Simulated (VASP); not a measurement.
Input of a VASP 6.6.1 run:

The input POSCAR:

```
Li
1.0
    0.0000000000      2.0884826780      2.0884826780
    2.0884826780      0.0000000000      2.0884826780
    2.0884826780      2.0884826780      0.0000000000
Li
1
Direct
    0.0000000000      0.0000000000      0.0000000000
```

The input INCAR.step1:

```
  ALGO = Normal
  EDIFF = 1E-6
  ENCUT = 520
  GGA = PE
  ISIF = 2
  ISMEAR = 0
  IVDW = 12
  LASPH = True
  LCHARG = True
  LREAL = False
  LWAVE = False
  NBANDS = 8
  NELM = 80
  PREC = Accurate
  SIGMA = 0.1
```

KPOINTS.step1

```
k-points
0
Gamma
  18 18 18
```

INCAR.step2

```
  ALGO = Normal
  EDIFF = 1E-6
  ENCUT = 520
  GGA = PE
  ICHARG = 11
  ISIF = 2
  ISMEAR = -5
  IVDW = 12
  LASPH = True
  LCHARG = False
  LORBIT = 10
  LREAL = False
  LWAVE = False
  NEDOS = 1001
  NELM = 80
  PREC = Accurate
  SIGMA = 0.1
```

KPOINTS.step2

```
k-points
0
Gamma
  27 27 27
```

Potentials or basis: VASP PAW PBE potentials, release 64 (Li_sv).

Command:

```console
$ cat potpaw_PBE.64/Li_sv/POTCAR > POTCAR
$ cp INCAR.step1 INCAR
$ cp KPOINTS.step1 KPOINTS
$ mpirun -np 1 vasp_std > vasp.out
$ cp INCAR.step2 INCAR
$ cp KPOINTS.step2 KPOINTS
$ mpirun -np 1 vasp_std > vasp.out
```

Problem. Predict the dispersion energy per atom.

Solution. -0.188 eV.
